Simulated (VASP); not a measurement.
# Ti in VASP: notebook, part 2 of 2

VASP 6.6.1.

## (3) Single point, PBE (equal xx and yy strain of -3 %)

Contents of INCAR:

```
SYSTEM = Ti
PREC = Accurate
ENCUT = 520
EDIFF = 1E-7
ISMEAR = -1
SIGMA = 0.08
LREAL = .FALSE.
LASPH = .TRUE.
NELM = 100
ALGO = Normal
ISIF = 2
LWAVE = .FALSE.
LCHARG = .FALSE.
GGA = PE
NBANDS = 19
```

Contents of KPOINTS:

```
Automatic mesh
0
G
  13 13 7
  0 0 0
```

Contents of POSCAR:

```
Ti
1.0
    2.8614979246      0.0000000000      0.0000000000
   -1.4307489623      2.4781298956      0.0000000000
    0.0000000000      0.0000000000      4.6860000000
Ti
2
Direct
    0.3333333333      0.6666666667      0.2500000000
    0.6666666667      0.3333333333      0.7500000000
```

Potentials or basis: VASP PAW PBE potentials, release 64 (Ti_sv).

The run is started by

```console
$ cat potpaw_PBE.64/Ti_sv/POTCAR > POTCAR
$ mpirun -np 1 vasp_std > vasp.out
```

Wall time 60 s (1 thread of Intel Xeon 8259CL, shared host); peak memory 0.18 GiB.

Results (log left out):

- Free energy: -15.6613 eV
- Pressure: 5.2 GPa
- Band gap on the k mesh: zero (bands 12 and 13 overlap by 1.01 eV)

Stress tensor (GPa, compression positive):
```
6.48 0.00 0.00
0.00 6.48 0.00
0.00 0.00 2.66
```

Levels at points of the mesh, in eV from the Fermi level:
```tsv
k point	band 9	band 10	band 11	band 12	band 13	band 14	band 15	band 16
(0.00, 0.00, 0.00)	-6.30	-2.80	0.60	0.73	0.86	0.86	1.33	1.33
```

Caveat: the cell differs from its parent crystal (equal xx and yy strain of -3 %); the cell stands under pressure.

## (4) Single point, PBE (zz strain of -3 %)

Contents of INCAR:

```
  ALGO = Normal
  EDIFF = 1E-6
  ENCUT = 520
  GGA = PE
  ISIF = 2
  ISMEAR = -1
  LASPH = True
  LCHARG = True
  LELF = True
  LREAL = False
  LVHAR = True
  LWAVE = False
  NBANDS = 19
  NELM = 60
  PREC = Accurate
  SIGMA = 0.08
```

Contents of KPOINTS:

```
k-points
0
Gamma
  13 13 7
```

Contents of POSCAR:

```
Ti
1.0
    2.9499978604      0.0000000000      0.0000000000
   -1.4749989302      2.5547730882      0.0000000000
    0.0000000000      0.0000000000      4.5454200000
Ti
2
Direct
    0.3333333333      0.6666666667      0.2500000000
    0.6666666667      0.3333333333      0.7500000000
```

The run is started by

```console
$ cat potpaw_PBE.64/Ti_sv/POTCAR > POTCAR
$ mpirun -np 1 vasp_std > vasp.out
```

Wall time 72 s (1 thread of Intel Xeon 8259CL, shared host); peak memory 0.18 GiB.

The run converged. Its results:

```yaml
Free_energy: -15.6856 eV
Pressure: 1.7 GPa
Band_gap_on_the_k_mesh: zero (bands 12 and 13 overlap by 1.10 eV)
```

Stress tensor (GPa, compression positive):
```
0.63 0.00 0.00
0.00 0.63 0.00
0.00 0.00 3.76
```

Levels at points of the mesh, in eV from the Fermi level:
| k point | band 9 | band 10 | band 11 | band 12 | band 13 | band 14 | band 15 | band 16 |
| --- | --- | --- | --- | --- | --- | --- | --- | --- |
| (0.00, 0.00, 0.00) | -6.24 | -2.71 | 0.75 | 0.75 | 1.08 | 1.08 | 1.31 | 1.31 |

Caveat: the cell differs from its parent crystal (zz strain of -3 %).

## (5) Single point, PBE (zz strain of -1 %)

Contents of INCAR:

```
PREC = Accurate ; ENCUT = 520
EDIFF = 1E-7 ; ISMEAR = -1
SIGMA = 0.08 ; LREAL = False
LASPH = True ; NELM = 60
ALGO = Normal ; ISIF = 2
LWAVE = False ; LCHARG = False
GGA = PE ; NBANDS = 19
```

Contents of KPOINTS:

```
regular mesh
0
Gamma
  13 13 7
```

POSCAR: that of step 4 with these lines changed.

```diff
@@ -4,3 +4,3 @@
    -1.4749989302      2.5547730882      0.0000000000
-    0.0000000000      0.0000000000      4.5454200000
+    0.0000000000      0.0000000000      4.6391400000
 Ti
```

Potentials or basis: VASP PAW PBE potentials, release 64 (Ti_sv).

The run is started by

```console
$ cat potpaw_PBE.64/Ti_sv/POTCAR > POTCAR
$ mpirun -np 1 vasp_std > vasp.out
```

OUTCAR:

```text
PREC = Accurate
   ENCUT = 520
   EDIFF = 1E-7
   ISMEAR = -1
   LREAL = False
   LASPH = True
   NELM = 60
   ISIF = 2
   GGA = PE

 ion  position               nearest neighbor table
   1  0.333  0.667  0.250-   2 2.88   2 2.88   2 2.88   2 2.88   2 2.88   2 2.88
   2  0.667  0.333  0.750-   1 2.88   1 2.88   1 2.88   1 2.88   1 2.88   1 2.88

  LATTYP: Found a hexagonal cell.
 ALAT       =     2.9499978604
 C/A-ratio  =     1.5725909711

  Lattice vectors:

[... 715 lines left out ...]
 [... further k-points ...]

------------------------ aborting loop because EDIFF is reached ----------------------------------------

  FORCE on cell =-STRESS in cart. coord.  units (eV):
  Direction    XX          YY          ZZ          XY          YZ          ZX
  --------------------------------------------------------------------------------------
  -------------------------------------------------------------------------------------
  Total       -0.2148225     -0.2148225     -0.0532386      0.0000000     -0.0000000      0.0000000
  in kB       -9.8441641     -9.8441641     -2.4396420      0.0000000     -0.0000000      0.0000000
  external PRESSURE =      -7.3759901 kB  Pullay stress =       0.0000000 kB

 VOLUME and BASIS-vectors are now :
 -----------------------------------------------------------------------------
  energy-cutoff  :      520.00
  volume of cell :       34.96
      direct lattice vectors                 reciprocal lattice vectors
     2.949997860  0.000000000  0.000000000     0.338983297  0.195712098  0.000000000
    -1.474998930  2.554773088  0.000000000     0.000000000  0.391424195  0.000000000
     0.000000000  0.000000000  4.639140000     0.000000000  0.000000000  0.215557194

 POSITION                                       TOTAL-FORCE (eV/Angst)
 -----------------------------------------------------------------------------------
     -0.00000      1.70318      1.15979        -0.000000      0.000000      0.000000
      1.47500      0.85159      3.47935         0.000000     -0.000000      0.000000
 -----------------------------------------------------------------------------------
    total drift:                               -0.000000      0.000000     -0.000000

  FREE ENERGIE OF THE ION-ELECTRON SYSTEM (eV)
  ---------------------------------------------------
  free  energy   TOTEN  =       -15.6934273608 eV

  energy  without entropy=      -15.6453660830  energy(sigma->0) =      -15.66939672
```

It took 85 s on 1 thread of Intel Xeon 8259CL, shared host; peak memory 0.18 GiB.

Results:

- Free energy: -15.6934 eV
- Pressure: -0.7 GPa
- Band gap on the k mesh: zero (bands 12 and 13 overlap by 1.09 eV)

Caveat: the cell differs from its parent crystal (zz strain of -1 %).

## (6) Single point, PBE (zz strain of -2 %)

Contents of INCAR:

```
ALGO = Normal ; EDIFF = 1E-7
ENCUT = 520 ; GGA = PE
ISIF = 2 ; ISMEAR = -1
LASPH = T ; LCHARG = T
LELF = T ; LREAL = F
LVHAR = T ; LWAVE = F
NBANDS = 19 ; NELM = 80
PREC = Accurate ; SIGMA = 0.08
```

Contents of KPOINTS:

```
k-points
0
Gamma
  13 13 7
```

POSCAR: that of step 5 with these lines changed.

```diff
@@ -4,3 +4,3 @@
    -1.4749989302      2.5547730882      0.0000000000
-    0.0000000000      0.0000000000      4.6391400000
+    0.0000000000      0.0000000000      4.5922800000
 Ti
```

Potentials or basis: VASP PAW PBE potentials, release 64 (Ti_sv).

The run is started by

```console
$ cat potpaw_PBE.64/Ti_sv/POTCAR > POTCAR
$ mpirun -np 1 vasp_std > vasp.out
```

It took 98 s on 1 thread of Intel Xeon 8259CL, shared host; peak memory 0.18 GiB.

The run converged. Its results:

| Quantity | Value |
| --- | --- |
| Free energy | -15.6917 eV |
| Pressure | 0.4 GPa |
| Band gap on the k mesh | zero (bands 12 and 13 overlap by 1.10 eV) |

Stress tensor (GPa, compression positive):
```
-0.23  0.00  0.00
 0.00 -0.23  0.00
 0.00  0.00  1.69
```

Levels at points of the mesh, in eV from the Fermi level:
| k point | band 8 | band 9 | band 10 | band 11 | band 12 | band 13 | band 14 | band 15 | band 16 | band 17 |
| --- | --- | --- | --- | --- | --- | --- | --- | --- | --- | --- |
| (0.00, 0.00, 0.00) | -32.70 | -6.21 | -2.68 | 0.76 | 0.76 | 0.95 | 1.01 | 1.29 | 1.29 | 1.55 |

Caveat: the cell differs from its parent crystal (zz strain of -2 %).

## (7) The runs side by side

```csv
cell,smearing,gap on the mesh (eV),pressure (GPa)
"a = 2.950, b = 2.950, c = 4.686 Å, angles 90.0, 90.0, 120.0°, 2 atoms, atomic positions A",methfessel-paxton 0.01 eV,none,-1.9
"a = 2.861, b = 2.861, c = 4.686 Å, angles 90.0, 90.0, 120.0°, 2 atoms, atomic positions B",fermi-dirac 0.08 eV,none,5.2
"a = 2.950, b = 2.950, c = 4.545 Å, angles 90.0, 90.0, 120.0°, 2 atoms, atomic positions B",fermi-dirac 0.08 eV,none,1.7
"a = 2.950, b = 2.950, c = 4.639 Å, angles 90.0, 90.0, 120.0°, 2 atoms, atomic positions B",fermi-dirac 0.08 eV,none,-0.7
"a = 2.950, b = 2.950, c = 4.592 Å, angles 90.0, 90.0, 120.0°, 2 atoms, atomic positions B",fermi-dirac 0.08 eV,none,0.4
```

Alike in all rows: task single point; level PBE; potentials or basis VASP PAW PBE potentials, release 64 (Ti_sv); no spin polarisation; k mesh 13 × 13 × 7; cutoff (eV) 520.

Caveats: the cell stands under pressure (at least some runs).

Absolute energies hang on the potentials; compare differences alone.
